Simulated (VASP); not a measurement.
The system is Al3H2.

```xyz
5
Lattice="1.4814 0.8553 7.4168 -1.4814 0.8553 7.4168 0.0000 -1.7106 7.4168" Properties=species:S:1:pos:R:3 pbc="T T T"
Al    0.0000    0.0000    0.0000
Al    0.0000    0.0000    4.7838
Al    0.0000    0.0000   17.4665
H     0.0000    0.0000    9.1683
H     0.0000    0.0000   13.0821
```

| Property | Result |
| --- | --- |
| Program | VASP 6.6.1 |
| Task | relaxation of cell and atoms |
| Functional | PBE |
| Potentials or basis | VASP PAW PBE potentials, release 64 (Al, H) |
| Cutoff | 600 eV |
| k mesh | 12 × 12 × 12 |
| Occupations | gaussian, width 0.1 eV |
| Spin | no spin polarisation |

At the start: pressure -0.4 GPa; volume 11.28 Å³/atom.

**Question.** How do energy, volume and symmetry change on relaxing?

**Answer.** Over 15 steps the energy falls by 7.3 meV/atom and the volume is 11.26 Å³/atom (-0.1 %); space group R-3m (No. 166, to 0.1 Å) before and after.

Step by step:
| step | energy change (eV) | largest force (eV/Å) | pressure (GPa) | volume (Å³) |
| --- | --- | --- | --- | --- |
| 1 | 0.0000 | 0.3474 | -0.37 | 56.39 |
| 2 | -0.0114 | 0.2152 | -0.17 | 56.17 |
| 3 | -0.0207 | 0.0669 | 0.39 | 55.72 |
| 4 | -0.0280 | 0.0529 | 0.13 | 55.88 |
| 5 | -0.0306 | 0.0988 | -0.41 | 56.33 |
| 6 | -0.0329 | 0.0737 | -0.30 | 56.18 |
| 7 | -0.0331 | 0.0569 | -0.20 | 56.10 |
| 8 | -0.0332 | 0.0629 | -0.24 | 56.13 |
| 9 | -0.0340 | 0.0520 | 0.11 | 55.90 |
| 10 | -0.0341 | 0.0460 | 0.29 | 55.79 |
| 11 | -0.0348 | 0.0387 | 0.24 | 55.88 |
| 12 | -0.0361 | 0.0173 | 0.08 | 56.14 |
| 13 | -0.0357 | 0.0252 | -0.21 | 56.65 |
| 14 | -0.0364 | 0.0172 | -0.04 | 56.35 |
| 15 | -0.0365 | 0.0038 | 0.03 | 56.31 |

Final structure:
```
Al H
1.0
     1.51235    0.87315    7.10736
    -1.51235    0.87315    7.10736
     0.00000   -1.74631    7.10736
Al H
3 2
Cartesian
  0.0000 0.0000 0.0000
  0.0000 0.0000 4.6538
  0.0000 0.0000 16.6682
  0.0000 0.0000 8.8519
  0.0000 0.0000 12.4702
```
